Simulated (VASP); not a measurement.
# Au in VASP: a series of runs

Au is run at these levels: PBE; tasks: single point.

All numbers are computed with VASP 6.6.1; they aren't measurements. Logs are shortened: lines on timing, memory, paths and dates and some standing lists are left out, and cuts for length are marked.

### Step 1. The cell of the first run

It takes space group Cmcm (No. 63, orthorhombic). Conventional cell: a = 2.917 Å, b = 5.052 Å, c = 4.890 Å, α = 90.00°, β = 90.00°, γ = 90.00°. Within 3.6 Å of Au (site symmetry m2m) lie 12 Au at 2.75 to 3.11 Å.

### Step 2. Single point, PBE (atoms displaced along a vibrational mode)

The input, INCAR:

```
PREC = Accurate
ENCUT = 500
EDIFF = 1E-6
ISMEAR = 0
SIGMA = 0.15
LREAL = F
LASPH = T
NELM = 120
ALGO = Normal
ISIF = 2
LWAVE = F
LCHARG = F
GGA = PE
NBANDS = 18
GGA_COMPAT = F
```

The input, KPOINTS:

```
regular mesh
0
Gamma
  18 18 10
```

The input, POSCAR:

```
Au
1.0
    2.9169619367      0.0000000000      0.0000000000
   -1.4584809683      2.5261631390      0.0000000000
    0.0000000000      0.0000000000      4.8900308251
Au
2
Direct
    0.3750962735      0.7501925470      0.7500000000
    0.6249037265      0.2498074530      0.2500000000
```

Potentials or basis: VASP PAW PBE potentials, release 64 (Au).

Started as:

```console
$ cat potpaw_PBE.64/Au/POTCAR > POTCAR
$ mpirun -np 1 vasp_std > vasp.out
```

OUTCAR:

```text
PREC = Accurate
   ENCUT = 500
   EDIFF = 1E-6
   ISMEAR = 0
   LREAL = F
   LASPH = T
   NELM = 120
   ISIF = 2
   GGA = PE

 ion  position               nearest neighbor table
   1  0.375  0.750  0.750-   2 2.75   2 2.75   2 3.11   2 3.11   2 3.11   2 3.11
   2  0.625  0.250  0.250-   1 2.75   1 2.75   1 3.11   1 3.11   1 3.11   1 3.11

  LATTYP: Found a hexagonal cell.
 ALAT       =     2.9169619367
 C/A-ratio  =     1.6764122848

  Lattice vectors:

 A1 = (   2.9169619367,   0.0000000000,   0.0000000000)
 A2 = (  -1.4584809683,   2.5261631390,   0.0000000000)
 A3 = (   0.0000000000,   0.0000000000,   4.8900308251)

Analysis of symmetry for initial positions (statically):
=====================================================================
 Subroutine PRICEL returns:
 Original cell was already a primitive cell.

 Routine SETGRP: Setting up the symmetry group for a
 hexagonal supercell.

 Subroutine GETGRP returns: Found  8 space group operations
 (whereof  4 operations were pure point group operations)
 out of a pool of 24 trial point group operations.

The static configuration has the point symmetry C_2h.
 The point group associated with its full space group is D_2h.

Analysis of symmetry for dynamics (positions and initial velocities):
=====================================================================
 Subroutine PRICEL returns:
 Original cell was already a primitive cell.

 Routine SETGRP: Setting up the symmetry group for a
 hexagonal supercell.

 Subroutine GETGRP returns: Found  8 space group operations
 (whereof  4 operations were pure point group operations)
 out of a pool of 24 trial point group operations.

The dynamic configuration has the point symmetry C_2h.
 The point group associated with its full space group is D_2h.

 Subroutine INISYM returns: Found  8 space group operations
 (whereof  4 operations are pure point group operations),
 and found     1 'primitive' translations

----------------------------------------------------------------------------------------

                                     Primitive cell

  volume of cell :      36.0333

  direct lattice vectors                    reciprocal lattice vectors
     2.916961937  0.000000000  0.000000000     0.342822437  0.197928626  0.000000000
    -1.458480968  2.526163139  0.000000000     0.000000000  0.395857253  0.000000000
     0.000000000  0.000000000  4.890030825     0.000000000  0.000000000  0.204497688

  length of vectors
     2.916961937  2.916961937  4.890030825     0.395857253  0.395857253  0.204497688

  position of ions in fractional coordinates (direct lattice)
     0.375096273  0.750192547  0.750000000
     0.624903727  0.249807453  0.250000000

  ion indices of the primitive-cell ions
   primitive index   ion index
                 1           1
                 2           2

----------------------------------------------------------------------------------------

 KPOINTS: regular mesh

Automatic generation of k-mesh.
 Grid dimensions read from file:
 generate k-points for:   18   18   10

 Generating k-lattice:

  Cartesian coordinates                     Fractional coordinates (reciprocal lattice)
     0.019045691  0.010996035  0.000000000     0.055555556  0.000000000  0.000000000
     0.000000000  0.021992070  0.000000000     0.000000000  0.055555556  0.000000000
     0.000000000  0.000000000  0.020449769     0.000000000  0.000000000  0.100000000

  Length of vectors
     0.021992070  0.021992070  0.020449769

  Shift w.r.t. Gamma in fractional coordinates (k-lattice)
     0.000000000  0.000000000  0.000000000

 Subroutine IBZKPT returns following result:
 ===========================================

 Found    546 irreducible k-points:

 Following reciprocal coordinates:
            Coordinates               Weight
  0.000000  0.000000  0.000000      1.000000
  0.055556 -0.000000  0.000000      4.000000
  0.000000  0.055556  0.000000      2.000000
  0.111111 -0.000000  0.000000      4.000000
  0.000000  0.111111  0.000000      2.000000
  0.166667 -0.000000  0.000000      4.000000
[... 16 lines left out ...]
 -0.055556  0.166667  0.000000      4.000000
 -0.166667  0.111111  0.000000      4.000000
 [... further k-points ...]
   k-points           NKPTS =    546   k-points in BZ     NKDIM =    546   number of bands    NBANDS=     18
   number of dos      NEDOS =    301   number of ions     NIONS =      2
   total plane-waves  NPLWV =  20736
   dimension x,y,z NGX =    24 NGY =   24 NGZ =   36
   dimension x,y,z NGXF=    48 NGYF=   48 NGZF=   72
   ions per type =               2
   NGX,Y,Z   is equivalent  to a cutoff of  13.68, 13.68, 12.24 a.u.
   NGXF,Y,Z  is equivalent  to a cutoff of  27.36, 27.36, 24.48 a.u.
 SYSTEM =  unknown system
   PREC   = accura    normal or accurate (medium, high low for compatibility)
   ISTART =      0    job   : 0-new  1-cont  2-samecut
   ICHARG =      2    charge: 1-file 2-atom 10-const
   ISPIN  =      1    spin polarized calculation?
   LNONCOLLINEAR =      F non collinear calculations
   LSORBIT =      F    spin-orbit coupling
   LASPH  =      T    aspherical Exc in radial PAW
   ENCUT  =  500.0 eV  36.75 Ry    6.06 a.u.   5.32  5.32  8.92*2*pi/ulx,y,z
   NELM   =    120;   NELMIN=  2; NELMDL= -5     # of ELM steps
   EDIFF  = 0.1E-05   stopping-criterion for ELM
   LREAL  =      F    real-space projection
   EDIFFG = 0.1E-04   stopping-criterion for IOM
   NSW    =      0    number of steps for IOM
   IBRION =     -1    ionic relax: 0-MD 1-quasi-New 2-CG
   NFREE  =      0    steps in history (QN), initial steepest desc. (CG)
   ISIF   =      2    stress and relaxation
   ISYM   =      2    0-nonsym 1-usesym 2-fastsym
   POTIM  = 0.5000    time-step for ionic-motion
   TEBEG  =    0.0;   TEEND  =   0.0 temperature during run
   PSTRESS=    0.0 pullay stress
   NELECT =      22.0000    total number of electrons
   NUPDOWN=      -1.0000    fix difference up-down
   EMIN   =  10.00;   EMAX   =-10.00  energy-range for DOS
   EFERMI =   0.00;   METHOD = LEGACY
   ISMEAR =     0;   SIGMA  =   0.15  broadening in eV -4-tet -1-fermi 0-gaus
   EFERMI_NEDOS =   21; number of points for ismear=-14 and -15
   IALGO  =     38    algorithm
   IMIX   =      4    mixing-type and parameters
     AMIX     =   0.40;   BMIX     =  1.00
     AMIX_MAG =   1.60;   BMIX_MAG =  1.00
  volume/ion in A,a.u.               =      18.02       121.58
  Fermi-wavevector in a.u.,A,eV,Ry     =   1.388826  2.624500 26.243426  1.928837
  Thomas-Fermi vector in A             =   2.512915
   LORBIT       =      0    0 simple, 1 ext, 2 COOP (PROOUT), +10 PAW based schemes
   GGA     = PE    functional components
   LHFCALC =     F    Hartree Fock is set to
   AEXX    =    0.0000 exact exchange contribution
   IVDW    =     0    specifies the selected vdW correction
   LEPSILON=     F    determine dielectric tensor
   LRPA    =     F    only Hartree local field effects (RPA)
 non-spin polarized calculation
 Gauss-broadening in eV      SIGMA  =   0.15
  energy-cutoff  :      500.00
  volume of cell :       36.03
 maximum number of plane-waves:       930
 NGX is ok and might be reduce to    24
   NGX = 11   NGY = 11   NGZ = 17

 number of electron      21.9999998 magnetization

 Free energy of the ion-electron system (eV)
  ---------------------------------------------------
  ext. energy  EPLUGINS =         0.00000000
  ---------------------------------------------------
  free energy    TOTEN  =        -6.35778204 eV

  energy without entropy =       -6.34850417  energy(sigma->0) =       -6.35314311

 E-fermi :   8.5409     XC(G=0): -12.3752

 val. band max:        8.5400106406   @ k =  -0.1111   0.5000   0.2000
 cond. band min:       8.5485680898   @ k =   0.2778   0.0556   0.3000
 fundamental gap:      0.0085574492
 Fermi energy:         8.5408649878

 k-point     1 :       0.0000    0.0000    0.0000
  band No.  band energies     occupation
      1      -0.7074      2.00000
      2       1.7278      2.00000
      3       3.6096      2.00000
      4       4.2467      2.00000
      5       4.3876      2.00000
      6       4.3967      2.00000
[... 10 lines left out ...]
     17      26.5102      0.00000
     18      28.0192      0.00000

 k-point     2 :       0.0556   -0.0000    0.0000
  band No.  band energies     occupation
      1      -0.6155      2.00000
      2       1.8024      2.00000
      3       3.6307      2.00000
      4       4.2788      2.00000
      5       4.3787      2.00000
      6       4.4006      2.00000
[... 10 lines left out ...]
     17      25.6290      0.00000
     18      27.5584      0.00000

 k-point     3 :       0.0000    0.0556    0.0000
  band No.  band energies     occupation
      1      -0.6129      2.00000
      2       1.8099      2.00000
      3       3.6102      2.00000
      4       4.2151      2.00000
      5       4.4416      2.00000
      6       4.4594      2.00000
[... 10 lines left out ...]
     17      26.1331      0.00000
     18      26.5712      0.00000

 k-point     4 :       0.1111   -0.0000    0.0000
  band No.  band energies     occupation
      1      -0.3465      2.00000
      2       2.0108      2.00000
      3       3.6761      2.00000
      4       4.2775      2.00000
      5       4.3421      2.00000
      6       4.5335      2.00000
[... 375 lines left out ...]
      4       4.2592      2.00000
      5       4.3522      2.00000
      6       4.5519      2.00000
[... 10 lines left out ...]
     17      25.4429      0.00000
     18      26.1723      0.00000

 k-point    23 :      -0.0556    0.1667    0.0000
  band No.  band energies     occupation
      1      -0.0671      2.00000
      2       2.2501      2.00000
      3       3.5747      2.00000
      4       4.1237      2.00000
      5       4.5517      2.00000
      6       4.5531      2.00000
[... 10 lines left out ...]
     17      25.7551      0.00000
     18      25.8413      0.00000

 k-point    24 :      -0.1667    0.1111    0.0000
  band No.  band energies     occupation
      1      -0.0913      2.00000
      2       2.1912      2.00000
      3       3.7092      2.00000
      4       4.1764      2.00000
      5       4.3441      2.00000
      6       4.4117      2.00000
[... 10 lines left out ...]
     17      25.0951      0.00000
     18      26.8972      0.00000

 [... further k-points ...]

------------------------ aborting loop because EDIFF is reached ----------------------------------------

  FORCE on cell =-STRESS in cart. coord.  units (eV):
  Direction    XX          YY          ZZ          XY          YZ          ZX
  --------------------------------------------------------------------------------------
  -------------------------------------------------------------------------------------
  Total       -0.2276470      0.1479149      1.1513378      0.0000000      0.0000000      0.0000000
  in kB      -10.1220569      6.5768634     51.1928826      0.0000000      0.0000000      0.0000000
  external PRESSURE =      15.8825630 kB  Pullay stress =       0.0000000 kB

 VOLUME and BASIS-vectors are now :
 -----------------------------------------------------------------------------
  energy-cutoff  :      500.00
  volume of cell :       36.03
      direct lattice vectors                 reciprocal lattice vectors
     2.916961937  0.000000000  0.000000000     0.342822437  0.197928626  0.000000000
    -1.458480968  2.526163139  0.000000000     0.000000000  0.395857253  0.000000000
     0.000000000  0.000000000  4.890030825     0.000000000  0.000000000  0.204497688

 POSITION                                       TOTAL-FORCE (eV/Angst)
 -----------------------------------------------------------------------------------
      0.00000      1.89511      3.66752        -0.000000     -0.404450      0.000000
      1.45848      0.63105      1.22251         0.000000      0.404450     -0.000000
 -----------------------------------------------------------------------------------
    total drift:                                0.000000      0.000000     -0.000000

  FREE ENERGIE OF THE ION-ELECTRON SYSTEM (eV)
  ---------------------------------------------------
  free  energy   TOTEN  =        -6.3577820423 eV

  energy  without entropy=       -6.3485041730  energy(sigma->0) =       -6.35314311
```

It took 72 s on 1 thread of Intel Xeon 6975P-C (Granite Rapids), shared host; peak memory 0.37 GiB.

What came out:

```yaml
Free_energy: -6.3578 eV
Pressure: 1.6 GPa
Largest_force: 0.404 eV/Å
Band_gap_on_the_k_mesh: zero (bands 11 and 12 overlap by 6.02 eV)
```

Forces on the atoms (eV/Å):
```
Au   0.000 -0.404  0.000
Au   0.000  0.404  0.000
```

Stress tensor (GPa, compression positive):
```
-1.01  0.00  0.00
 0.00  0.66  0.00
 0.00  0.00  5.12
```

Caveat: the cell differs from its parent crystal (atoms displaced along a vibrational mode); spin-orbit coupling is left out, which moves the levels of the heavy elements.

(Continued in part 2 of 2.)
